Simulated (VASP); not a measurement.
# B4MoRu (P6/mmm) in VASP: further runs

The runs below take B4MoRu through single point, relaxation of cell and atoms, with PBE.

Everything below comes from runs of VASP 6.6.1. Logs are shortened: lines on timing, memory, paths and dates and some standing lists are left out, and cuts for length are marked.

## (1) The cell of the first run

It takes space group P6/mmm (No. 191, hexagonal). Conventional cell: a = 3.009 Å, b = 3.009 Å, c = 6.685 Å, α = 90.00°, β = 90.00°, γ = 120.00°. B (site symmetry 3m) has 3 B at 1.74 Å within 2.3 Å. Mo (site symmetry 6/mmm) has 12 B at 2.40 Å and 6 Mo at 3.01 Å within 3.2 Å. Ru (site symmetry 6/mmm) has 12 B at 2.42 Å and 6 Ru at 3.01 Å within 3.2 Å.

## (2) Single point, PBE

Input file INCAR:

```
SYSTEM = B4MoRu
PREC = Accurate ; ENCUT = 520
EDIFF = 1E-7 ; ISMEAR = 0
SIGMA = 0.1 ; LREAL = .FALSE.
LASPH = .TRUE. ; NELM = 100
ALGO = Normal ; ISIF = 2
LWAVE = .FALSE. ; LCHARG = .FALSE.
GGA = PE ; NBANDS = 29
```

Input file KPOINTS:

```
Automatic mesh
0
G
  6 6 4
  0 0 0
```

Input file POSCAR:

```
B4MoRu
1.0
    3.0085606727      0.0000000000      0.0000000000
   -1.5042803363      2.6054899714      0.0000000000
    0.0000000000      0.0000000000      6.6849641449
B Mo Ru
4 1 1
Direct
    0.3333333333      0.6666666667      0.7486013608
    0.3333333333      0.6666666667      0.2513986392
    0.6666666667      0.3333333333      0.7486013608
    0.6666666667      0.3333333333      0.2513986392
    0.0000000000      0.0000000000      0.5000000000
    0.0000000000      0.0000000000      0.0000000000
```

Potentials or basis: VASP PAW PBE potentials, release 64 (B, Mo_sv, Ru_pv).

On the command line:

```
$ cat potpaw_PBE.64/B/POTCAR potpaw_PBE.64/Mo_sv/POTCAR potpaw_PBE.64/Ru_pv/POTCAR > POTCAR
$ mpirun -np 1 vasp_std > vasp.out
```

OUTCAR:

```text
SYSTEM = B4MoRu
   PREC = Accurate
   ENCUT = 520
   EDIFF = 1E-7
   ISMEAR = 0
   LREAL = .FALSE.
   LASPH = .TRUE.
   NELM = 100
   ISIF = 2
   GGA = PE

 ion  position               nearest neighbor table
   1  0.333  0.667  0.749-   3 1.74   3 1.74   3 1.74   5 2.40   5 2.40   5 2.40   6 2.42   6 2.42
                             6 2.42
   2  0.333  0.667  0.251-   4 1.74   4 1.74   4 1.74   5 2.40   5 2.40   5 2.40   6 2.42   6 2.42
                             6 2.42
   3  0.667  0.333  0.749-   1 1.74   1 1.74   1 1.74   5 2.40   5 2.40   5 2.40   6 2.42   6 2.42
                             6 2.42
   4  0.667  0.333  0.251-   2 1.74   2 1.74   2 1.74   5 2.40   5 2.40   5 2.40   6 2.42   6 2.42
                             6 2.42
   5  0.000  0.000  0.500-   1 2.40   2 2.40   3 2.40   4 2.40   1 2.40   2 2.40   3 2.40   4 2.40
                             3 2.40   4 2.40   1 2.40   2 2.40   6 3.34   6 3.34
   6  0.000  0.000  0.000-   1 2.42   2 2.42   3 2.42   4 2.42   1 2.42   2 2.42   3 2.42   4 2.42
                             3 2.42   4 2.42   1 2.42   2 2.42   5 3.34   5 3.34

  LATTYP: Found a hexagonal cell.
 ALAT       =     3.0085606727
 C/A-ratio  =     2.2219808314

  Lattice vectors:

 A1 = (   3.0085606727,   0.0000000000,   0.0000000000)
 A2 = (  -1.5042803363,   2.6054899714,   0.0000000000)
 A3 = (   0.0000000000,   0.0000000000,   6.6849641449)

Analysis of symmetry for initial positions (statically):
=====================================================================
 Subroutine PRICEL returns:
 Original cell was already a primitive cell.

 Routine SETGRP: Setting up the symmetry group for a
 hexagonal supercell.

 Subroutine GETGRP returns: Found 24 space group operations
 (whereof 24 operations were pure point group operations)
 out of a pool of 24 trial point group operations.

The static configuration has the point symmetry D_6h.

Analysis of symmetry for dynamics (positions and initial velocities):
=====================================================================
 Subroutine PRICEL returns:
 Original cell was already a primitive cell.

 Routine SETGRP: Setting up the symmetry group for a
 hexagonal supercell.

 Subroutine GETGRP returns: Found 24 space group operations
 (whereof 24 operations were pure point group operations)
 out of a pool of 24 trial point group operations.

The dynamic configuration has the point symmetry D_6h.

 Subroutine INISYM returns: Found 24 space group operations
[... 102 lines left out ...]
   LREAL  =      F    real-space projection
   EDIFFG = 0.1E-05   stopping-criterion for IOM
   NSW    =      0    number of steps for IOM
   IBRION =     -1    ionic relax: 0-MD 1-quasi-New 2-CG
   NFREE  =      0    steps in history (QN), initial steepest desc. (CG)
   ISIF   =      2    stress and relaxation
   ISYM   =      2    0-nonsym 1-usesym 2-fastsym
   POTIM  = 0.5000    time-step for ionic-motion
   TEBEG  =    0.0;   TEEND  =   0.0 temperature during run
   PSTRESS=    0.0 pullay stress
   NELECT =      40.0000    total number of electrons
   NUPDOWN=      -1.0000    fix difference up-down
   EMIN   =  10.00;   EMAX   =-10.00  energy-range for DOS
   EFERMI =   0.00;   METHOD = LEGACY
   ISMEAR =     0;   SIGMA  =   0.10  broadening in eV -4-tet -1-fermi 0-gaus
   EFERMI_NEDOS =   21; number of points for ismear=-14 and -15
   IALGO  =     38    algorithm
   IMIX   =      4    mixing-type and parameters
     AMIX     =   0.40;   BMIX     =  1.00
     AMIX_MAG =   1.60;   BMIX_MAG =  1.00
  volume/ion in A,a.u.               =       8.73        58.94
  Fermi-wavevector in a.u.,A,eV,Ry     =   1.496164  2.827339 30.456715  2.238505
  Thomas-Fermi vector in A             =   2.608215
   LORBIT       =      0    0 simple, 1 ext, 2 COOP (PROOUT), +10 PAW based schemes
   GGA     = PE    functional components
   LHFCALC =     F    Hartree Fock is set to
   AEXX    =    0.0000 exact exchange contribution
   IVDW    =     0    specifies the selected vdW correction
   LEPSILON=     F    determine dielectric tensor
   LRPA    =     F    only Hartree local field effects (RPA)
 non-spin polarized calculation
 Gauss-broadening in eV      SIGMA  =   0.10
  energy-cutoff  :      520.00
  volume of cell :       52.40
 maximum number of plane-waves:      1453
 NGX is ok and might be reduce to    24
   NGX = 11   NGY = 11   NGZ = 25

 number of electron      40.0000007 magnetization

 Free energy of the ion-electron system (eV)
  ---------------------------------------------------
  ext. energy  EPLUGINS =         0.00000000
  ---------------------------------------------------
  free energy    TOTEN  =       -47.57561537 eV

  energy without entropy =      -47.55375424  energy(sigma->0) =      -47.56468481

 E-fermi :  11.6650     XC(G=0): -13.3785

 val. band max:       11.6549975481   @ k =   0.3333   0.1667   0.2500
 cond. band min:      11.6781311345   @ k =   0.3333   0.0000   0.5000
 fundamental gap:      0.0231335864
 Fermi energy:        11.6650406227

 k-point     1 :       0.0000    0.0000    0.0000
  band No.  band energies     occupation
      1     -50.1236      2.00000
      2     -31.3781      2.00000
      3     -31.1967      2.00000
      4     -31.1967      2.00000
      5     -24.3617      2.00000
      6     -23.9307      2.00000
[... 661 lines left out ...]
     28      18.7827      0.00000
     29      19.3806      0.00000

------------------------ aborting loop because EDIFF is reached ----------------------------------------

  FORCE on cell =-STRESS in cart. coord.  units (eV):
  Direction    XX          YY          ZZ          XY          YZ          ZX
  --------------------------------------------------------------------------------------
  -------------------------------------------------------------------------------------
  Total        0.0802297      0.0802297      0.1193452      0.0000000      0.0000000     -0.0000000
  in kB        2.4530054      2.4530054      3.6489534      0.0000000      0.0000000     -0.0000000
  external PRESSURE =       2.8516547 kB  Pullay stress =       0.0000000 kB

 VOLUME and BASIS-vectors are now :
 -----------------------------------------------------------------------------
  energy-cutoff  :      520.00
  volume of cell :       52.40
      direct lattice vectors                 reciprocal lattice vectors
     3.008560673  0.000000000  0.000000000     0.332384854  0.191902485  0.000000000
    -1.504280336  2.605489971  0.000000000     0.000000000  0.383804970  0.000000000
     0.000000000  0.000000000  6.684964145     0.000000000  0.000000000  0.149589434

 POSITION                                       TOTAL-FORCE (eV/Angst)
 -----------------------------------------------------------------------------------
     -0.00000      1.73699      5.00437        -0.000000     -0.000000      0.012223
     -0.00000      1.73699      1.68059        -0.000000      0.000000     -0.012223
      1.50428      0.86850      5.00437         0.000000     -0.000000      0.012223
      1.50428      0.86850      1.68059         0.000000      0.000000     -0.012223
      0.00000      0.00000      3.34248        -0.000000     -0.000000      0.000000
      0.00000      0.00000      0.00000        -0.000000     -0.000000      0.000000
 -----------------------------------------------------------------------------------
    total drift:                               -0.000000      0.000000      0.000000

  FREE ENERGIE OF THE ION-ELECTRON SYSTEM (eV)
  ---------------------------------------------------
  free  energy   TOTEN  =       -47.5756153742 eV

  energy  without entropy=      -47.5537542381  energy(sigma->0) =      -47.56468481
```

stdout:

```text
POSCAR found type information on POSCAR B MoRu
 POSCAR found :  3 types and       6 ions
 scaLAPACK will be used
 LDA part: xc-table for (Slater+PW92), standard interpolation
 POSCAR, INCAR and KPOINTS ok, starting setup
 FFT: planning ... GRIDC
 FFT: planning ... GRID_SOFT
 FFT: planning ... GRID
 WAVECAR not read
 entering main loop
```

Wall time 14 s (1 thread of Intel Xeon 6975P-C (Granite Rapids), shared host); peak memory 0.18 GiB.

What came out:

| Property | Result |
| --- | --- |
| Free energy | -47.5756 eV |
| Pressure | 0.3 GPa |
| Largest force | 0.012 eV/Å |
| Band gap on the k mesh | zero (band 20 reaches 12.10 eV, above the bottom of band 21 at 10.50 eV) |

Forces in eV/Å, atoms in the order of the input:
```
B    0.000  0.000  0.012
B    0.000  0.000 -0.012
B    0.000  0.000  0.012
B    0.000  0.000 -0.012
Mo   0.000  0.000  0.000
Ru   0.000  0.000  0.000
```

Stress tensor (GPa, compression positive):
```
0.25 0.00 0.00
0.00 0.25 0.00
0.00 0.00 0.36
```

Caveat: the k points lie up to 0.40 Å⁻¹ apart.

## (3) Single point, PBE

This run uses another cell than the first one, of 9.07 Å³/atom, 1.039 times its volume.

Input file INCAR:

```
SYSTEM = B4MoRu
ALGO = Normal ; EDIFF = 1E-7
ENCUT = 520 ; GGA = PE
ISIF = 2 ; ISMEAR = 0
LASPH = .TRUE. ; LCHARG = .FALSE.
LREAL = .FALSE. ; LWAVE = .FALSE.
NBANDS = 29 ; NELM = 80
PREC = Accurate ; SIGMA = 0.1
```

Input file KPOINTS:

```
k-points
0
G
  6 6 4
  0 0 0
```

Input file POSCAR:

```
B4MoRu
1.0
    3.0862698200      0.0000000000      0.0000000000
   -1.5431349100      2.6727880700      0.0000000000
    0.0000000000      0.0000000000      6.5978059300
B Mo Ru
4 1 1
Direct
    0.3333333300      0.6666666700      0.7407687300
    0.3333333300      0.6666666700      0.2592312700
    0.6666666700      0.3333333300      0.7407687300
    0.6666666700      0.3333333300      0.2592312700
    0.0000000000      0.0000000000      0.5000000000
    0.0000000000      0.0000000000      0.0000000000
```

Potentials or basis: VASP PAW PBE potentials, release 64 (B, Mo_sv, Ru_pv).

On the command line:

```
$ cat potpaw_PBE.64/B/POTCAR potpaw_PBE.64/Mo_sv/POTCAR potpaw_PBE.64/Ru_pv/POTCAR > POTCAR
$ mpirun -np 1 vasp_std > vasp.out
```

It took 16 s on 1 thread of Intel Xeon 6975P-C (Granite Rapids), shared host; peak memory 0.18 GiB.

It converged, with:

```yaml
Free_energy: -47.3870 eV
Pressure: -9.8 GPa
Largest_force: 0.670 eV/Å
Band_gap_on_the_k_mesh: zero (band 20 reaches 11.71 eV, above the bottom of band 21 at 9.85 eV)
```

Forces on the atoms (eV/Å):
```
B    0.000  0.000  0.670
B    0.000  0.000 -0.670
B    0.000  0.000  0.670
B    0.000  0.000 -0.670
Mo   0.000  0.000  0.000
Ru   0.000  0.000  0.000
```

Stress tensor (GPa, compression positive):
```
-13.73   0.00   0.00
  0.00 -13.73   0.00
  0.00   0.00  -1.93
```

Levels at points of the mesh, in eV from the Fermi level:
| k point | band 16 | band 17 | band 18 | band 19 | band 20 | band 21 | band 22 | band 23 | band 24 | band 25 |
| --- | --- | --- | --- | --- | --- | --- | --- | --- | --- | --- |
| (0.00, 0.00, 0.00) | -2.57 | -2.30 | -2.30 | -1.57 | -1.57 | -0.72 | -0.59 | -0.59 | 2.19 | 2.19 |
| (0.50, 0.00, 0.00) | -4.06 | -3.80 | -1.29 | -0.02 | 0.01 | 1.17 | 1.45 | 2.11 | 2.69 | 3.39 |
| (0.00, 0.00, 0.50) | -2.20 | -1.92 | -1.92 | -1.63 | -1.63 | -1.38 | 0.09 | 0.09 | 1.26 | 1.26 |
| (0.50, 0.00, 0.50) | -4.55 | -4.41 | -0.66 | -0.02 | 0.28 | 0.42 | 1.16 | 1.89 | 2.62 | 2.96 |

Caveat: the k points lie up to 0.39 Å⁻¹ apart.

(Part 1 of 2 ends here.)
